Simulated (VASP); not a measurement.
# Sn3Sb2 (P-3m1) in VASP: notebook

The runs below take Sn3Sb2 through single point, relaxation of cell and atoms, with PBE.

Program: VASP 6.6.1. These are calculated values, not measurements. Logs are shortened: lines on timing, memory, paths and dates and some standing lists are left out, and cuts for length are marked.

## 1. The cell of the first run

Symmetry: P-3m1, No. 164, trigonal system. Conventional cell: a = 5.322 Å, b = 5.322 Å, c = 6.412 Å, α = 90.00°, β = 90.00°, γ = 120.00°. Sn (site symmetry -3m) has 6 Sb at 3.39 Å and 6 Sn at 3.59 Å within 4.5 Å. Sn (site symmetry 3m) has 5 Sb at 3.10 to 3.29 Å and 6 Sn at 3.59 to 4.09 Å within 4.1 Å. Sb (site symmetry 3m) has 8 Sn at 3.10 to 3.39 Å and 3 Sb at 4.20 Å within 4.3 Å.

## 2. Single point, PBE

INCAR

```
ALGO     = Fast           # electronic algorithm
EDIFF    = 1E-6           # SCF threshold, eV
ENCUT    = 520            # plane-wave cutoff, eV
GGA      = PE             # functional
ISIF     = 2              # what is computed and relaxed
ISMEAR   = 0              # smearing method
LASPH    = T              # aspherical terms in the spheres
LCHARG   = T              # write CHGCAR
LELF     = T              # ELF
LREAL    = F              # projectors in reciprocal space
LVHAR    = T            
LWAVE    = F              # write WAVECAR
NBANDS   = 34             # bands
NELM     = 60             # most SCF steps
PREC     = Accurate       # precision mode
SIGMA    = 0.1            # smearing width, eV
```

KPOINTS

```
k-points
0
Gamma
  6 6 4
```

POSCAR

```
Sn3Sb2
1.0
    5.3220001060      0.0000000000      0.0000000000
   -2.6610000530      4.6089872907      0.0000000000
    0.0000000000      0.0000000000      6.4115163214
Sn Sb
3 2
Direct
    0.0000000000      0.0000000000      0.0000000000
    0.3333333333      0.6666666667      0.7100396675
    0.6666666667      0.3333333333      0.2899603325
    0.3333333333      0.6666666667      0.2235984031
    0.6666666667      0.3333333333      0.7764015969
```

Potentials or basis: VASP PAW PBE potentials, release 64 (Sn_d, Sb).

The run is started by

```sh
$ cat potpaw_PBE.64/Sn_d/POTCAR potpaw_PBE.64/Sb/POTCAR > POTCAR
$ mpirun -np 1 vasp_std > vasp.out
```

OUTCAR:

```text
EDIFF = 1E-6
   ENCUT = 520
   GGA = PE
   ISIF = 2
   ISMEAR = 0
   LASPH = T
   LREAL = F
   NELM = 60
   PREC = Accurate

 ion  position               nearest neighbor table
   1  0.000  0.000  0.000-   4 3.39   5 3.39   4 3.39   5 3.39   5 3.39   4 3.39   2 3.59   3 3.59
                             2 3.59   3 3.59   2 3.59   3 3.59
   2  0.333  0.667  0.710-   5 3.10   5 3.10   5 3.10   4 3.12   4 3.29   1 3.59   1 3.59   1 3.59

   3  0.667  0.333  0.290-   4 3.10   4 3.10   4 3.10   5 3.12   5 3.29   1 3.59   1 3.59   1 3.59

   4  0.333  0.667  0.224-   3 3.10   3 3.10   3 3.10   2 3.12   2 3.29   1 3.39   1 3.39   1 3.39

   5  0.667  0.333  0.776-   2 3.10   2 3.10   2 3.10   3 3.12   3 3.29   1 3.39   1 3.39   1 3.39

  LATTYP: Found a hexagonal cell.
 ALAT       =     5.3220001060
 C/A-ratio  =     1.2047193149

  Lattice vectors:

 A1 = (   5.3220001060,   0.0000000000,   0.0000000000)
 A2 = (  -2.6610000530,   4.6089872907,   0.0000000000)
 A3 = (   0.0000000000,   0.0000000000,   6.4115163214)

Analysis of symmetry for initial positions (statically):
=====================================================================
 Subroutine PRICEL returns:
 Original cell was already a primitive cell.

 Routine SETGRP: Setting up the symmetry group for a
 hexagonal supercell.

 Subroutine GETGRP returns: Found 12 space group operations
 (whereof 12 operations were pure point group operations)
 out of a pool of 24 trial point group operations.

The static configuration has the point symmetry D_3d.

Analysis of symmetry for dynamics (positions and initial velocities):
=====================================================================
 Subroutine PRICEL returns:
 Original cell was already a primitive cell.

 Routine SETGRP: Setting up the symmetry group for a
 hexagonal supercell.

 Subroutine GETGRP returns: Found 12 space group operations
 (whereof 12 operations were pure point group operations)
 out of a pool of 24 trial point group operations.

The dynamic configuration has the point symmetry D_3d.

 Subroutine INISYM returns: Found 12 space group operations
 (whereof 12 operations are pure point group operations),
 and found     1 'primitive' translations

----------------------------------------------------------------------------------------

                                     Primitive cell

  volume of cell :     157.2683

  direct lattice vectors                    reciprocal lattice vectors
     5.322000106  0.000000000  0.000000000     0.187899282  0.108483701  0.000000000
    -2.661000053  4.608987291  0.000000000     0.000000000  0.216967402  0.000000000
     0.000000000  0.000000000  6.411516321     0.000000000  0.000000000  0.155969345

  length of vectors
     5.322000106  5.322000106  6.411516321     0.216967402  0.216967402  0.155969345

  position of ions in fractional coordinates (direct lattice)
     0.000000000  0.000000000  0.000000000
     0.333333333  0.666666667  0.710039667
     0.666666667  0.333333333  0.289960333
     0.333333333  0.666666667  0.223598403
     0.666666667  0.333333333  0.776401597

  ion indices of the primitive-cell ions
   primitive index   ion index
                 1           1
                 2           2
                 3           3
                 4           4
                 5           5

----------------------------------------------------------------------------------------

 KPOINTS: k-points

Automatic generation of k-mesh.
 Grid dimensions read from file:
 generate k-points for:    6    6    4

 Generating k-lattice:

  Cartesian coordinates                     Fractional coordinates (reciprocal lattice)
     0.031316547  0.018080617  0.000000000     0.166666667  0.000000000  0.000000000
     0.000000000  0.036161234  0.000000000     0.000000000  0.166666667  0.000000000
     0.000000000  0.000000000  0.038992336     0.000000000  0.000000000  0.250000000

  Length of vectors
     0.036161234  0.036161234  0.038992336

  Shift w.r.t. Gamma in fractional coordinates (k-lattice)
     0.000000000  0.000000000  0.000000000

 Subroutine IBZKPT returns following result:
 ===========================================

 Found     24 irreducible k-points:

 Following reciprocal coordinates:
            Coordinates               Weight
  0.000000  0.000000  0.000000      1.000000
  0.166667 -0.000000  0.000000      6.000000
  0.333333 -0.000000  0.000000      6.000000
  0.500000 -0.000000  0.000000      3.000000
  0.166667  0.166667  0.000000      6.000000
  0.333333  0.166667  0.000000     12.000000
[... 16 lines left out ...]
  0.333333  0.166667  0.500000     12.000000
  0.333333  0.333333  0.500000      2.000000
   k-points           NKPTS =     24   k-points in BZ     NKDIM =     24   number of bands    NBANDS=     34
   number of dos      NEDOS =    301   number of ions     NIONS =      5
   total plane-waves  NPLWV =  76800
   dimension x,y,z NGX =    40 NGY =   40 NGZ =   48
   dimension x,y,z NGXF=    80 NGYF=   80 NGZF=   96
   ions per type =               3   2
   NGX,Y,Z   is equivalent  to a cutoff of  12.49, 12.49, 12.45 a.u.
   NGXF,Y,Z  is equivalent  to a cutoff of  24.99, 24.99, 24.89 a.u.
 SYSTEM =  unknown system
   PREC   = accura    normal or accurate (medium, high low for compatibility)
   ISTART =      0    job   : 0-new  1-cont  2-samecut
   ICHARG =      2    charge: 1-file 2-atom 10-const
   ISPIN  =      1    spin polarized calculation?
   LNONCOLLINEAR =      F non collinear calculations
   LSORBIT =      F    spin-orbit coupling
   LASPH  =      T    aspherical Exc in radial PAW
   ENCUT  =  520.0 eV  38.22 Ry    6.18 a.u.   9.90  9.90 11.92*2*pi/ulx,y,z
   NELM   =     60;   NELMIN=  2; NELMDL= -5     # of ELM steps
   EDIFF  = 0.1E-05   stopping-criterion for ELM
   LREAL  =      F    real-space projection
[... 7 lines left out ...]
   TEBEG  =    0.0;   TEEND  =   0.0 temperature during run
   PSTRESS=    0.0 pullay stress
   NELECT =      52.0000    total number of electrons
   NUPDOWN=      -1.0000    fix difference up-down
   EMIN   =  10.00;   EMAX   =-10.00  energy-range for DOS
   EFERMI =   0.00;   METHOD = LEGACY
   ISMEAR =     0;   SIGMA  =   0.10  broadening in eV -4-tet -1-fermi 0-gaus
   EFERMI_NEDOS =   21; number of points for ismear=-14 and -15
   IALGO  =     68    algorithm
   IMIX   =      4    mixing-type and parameters
     AMIX     =   0.40;   BMIX     =  1.00
     AMIX_MAG =   1.60;   BMIX_MAG =  1.00
  volume/ion in A,a.u.               =      31.45       212.26
  Fermi-wavevector in a.u.,A,eV,Ry     =   1.132041  2.139248 17.436101  1.281517
  Thomas-Fermi vector in A             =   2.268741
   LORBIT       =      0    0 simple, 1 ext, 2 COOP (PROOUT), +10 PAW based schemes
   GGA     = PE    functional components
   LHFCALC =     F    Hartree Fock is set to
   AEXX    =    0.0000 exact exchange contribution
   IVDW    =     0    specifies the selected vdW correction
   LEPSILON=     F    determine dielectric tensor
   LRPA    =     F    only Hartree local field effects (RPA)
 non-spin polarized calculation
 RMM-DIIS sequential band-by-band and
 Gauss-broadening in eV      SIGMA  =   0.10
  energy-cutoff  :      520.00
  volume of cell :      157.27
 maximum number of plane-waves:      4260
   NGX = 19   NGY = 19   NGZ = 23

 number of electron      52.0000008 magnetization

 Free energy of the ion-electron system (eV)
  ---------------------------------------------------
  ext. energy  EPLUGINS =         0.00000000
  ---------------------------------------------------
  free energy    TOTEN  =       -19.43455459 eV

  energy without entropy =      -19.42516674  energy(sigma->0) =      -19.42986067

 E-fermi :   6.4887     XC(G=0):  -9.4230

 val. band max:        6.4826550411   @ k =   0.0000   0.1667   0.2500
 cond. band min:       6.4982681945   @ k =   0.3333   0.1667   0.5000
 fundamental gap:      0.0156131534
 Fermi energy:         6.4886911073

 k-point     1 :       0.0000    0.0000    0.0000
  band No.  band energies     occupation
      1     -15.1236      2.00000
      2     -15.1236      2.00000
      3     -15.1214      2.00000
      4     -15.0986      2.00000
      5     -15.0986      2.00000
      6     -14.9792      2.00000
[... 26 lines left out ...]
     33      10.2396      0.00000
     34      10.8195      0.00000

 k-point     2 :       0.1667   -0.0000    0.0000
  band No.  band energies     occupation
      1     -15.1230      2.00000
      2     -15.1220      2.00000
      3     -15.1211      2.00000
      4     -15.0980      2.00000
      5     -15.0978      2.00000
      6     -14.9779      2.00000
[... 26 lines left out ...]
     33       9.9353      0.00000
     34      10.9438      0.00000

 k-point     3 :       0.3333   -0.0000    0.0000
  band No.  band energies     occupation
      1     -15.1219      2.00000
      2     -15.1211      2.00000
      3     -15.1187      2.00000
      4     -15.0964      2.00000
      5     -15.0963      2.00000
      6     -14.9767      2.00000
[... 26 lines left out ...]
     33      11.0063      0.00000
     34      11.2608      0.00000
[... 704 lines left out ...]
 k-point    23 :       0.3333    0.1667    0.5000
  band No.  band energies     occupation
      1     -15.1210      2.00000
      2     -15.1203      2.00000
      3     -15.1179      2.00000
      4     -15.0960      2.00000
      5     -15.0957      2.00000
      6     -14.9742      2.00000
[... 26 lines left out ...]
     33      10.6369      0.00000
     34      11.0444      0.00000

 k-point    24 :       0.3333    0.3333    0.5000
  band No.  band energies     occupation
      1     -15.1201      2.00000
      2     -15.1188      2.00000
      3     -15.1188      2.00000
      4     -15.0956      2.00000
      5     -15.0956      2.00000
      6     -14.9714      2.00000
[... 26 lines left out ...]
     33      11.2358      0.00000
     34      11.5151      0.00000

------------------------ aborting loop because EDIFF is reached ----------------------------------------

  FORCE on cell =-STRESS in cart. coord.  units (eV):
  Direction    XX          YY          ZZ          XY          YZ          ZX
  --------------------------------------------------------------------------------------
  -------------------------------------------------------------------------------------
  Total        0.0538637      0.0538637     -0.0394744      0.0000000     -0.0000000      0.0000000
  in kB        0.5487389      0.5487389     -0.4021474      0.0000000     -0.0000000      0.0000000
  external PRESSURE =       0.2317768 kB  Pullay stress =       0.0000000 kB

 VOLUME and BASIS-vectors are now :
 -----------------------------------------------------------------------------
  energy-cutoff  :      520.00
  volume of cell :      157.27
      direct lattice vectors                 reciprocal lattice vectors
     5.322000106  0.000000000  0.000000000     0.187899282  0.108483701  0.000000000
    -2.661000053  4.608987291  0.000000000     0.000000000  0.216967402  0.000000000
     0.000000000  0.000000000  6.411516321     0.000000000  0.000000000  0.155969345

 POSITION                                       TOTAL-FORCE (eV/Angst)
 -----------------------------------------------------------------------------------
      0.00000      0.00000      0.00000        -0.000000      0.000000      0.000000
     -0.00000      3.07266      4.55243         0.000000      0.000000      0.013791
      2.66100      1.53633      1.85909         0.000000     -0.000000     -0.013791
     -0.00000      3.07266      1.43360        -0.000000      0.000000     -0.011528
      2.66100      1.53633      4.97791         0.000000     -0.000000      0.011528
 -----------------------------------------------------------------------------------
    total drift:                                0.000000     -0.000000      0.000000

  FREE ENERGIE OF THE ION-ELECTRON SYSTEM (eV)
  ---------------------------------------------------
  free  energy   TOTEN  =       -19.4345545886 eV

  energy  without entropy=      -19.4251667420  energy(sigma->0) =      -19.42986067
```

It took 77 s on 1 thread of Intel Xeon Platinum 8559C (Emerald Rapids), shared host; peak memory 0.32 GiB.

What came out:

```yaml
Free_energy: -19.4346 eV
Pressure: 0.0 GPa
Largest_force: 0.014 eV/Å
Band_gap_on_the_k_mesh: zero (bands 26 and 27 overlap by 1.92 eV)
```

Forces in eV/Å, atoms in the order of the input:
```
Sn   0.000  0.000  0.000
Sn   0.000  0.000  0.014
Sn   0.000  0.000 -0.014
Sb   0.000  0.000 -0.012
Sb   0.000  0.000  0.012
```

Stress tensor (GPa, compression positive):
```
 0.05  0.00  0.00
 0.00  0.05  0.00
 0.00  0.00 -0.04
```

Caveat: spin-orbit coupling is left out, which moves the levels of the heavy elements.

(Continued in part 2 of 3.)
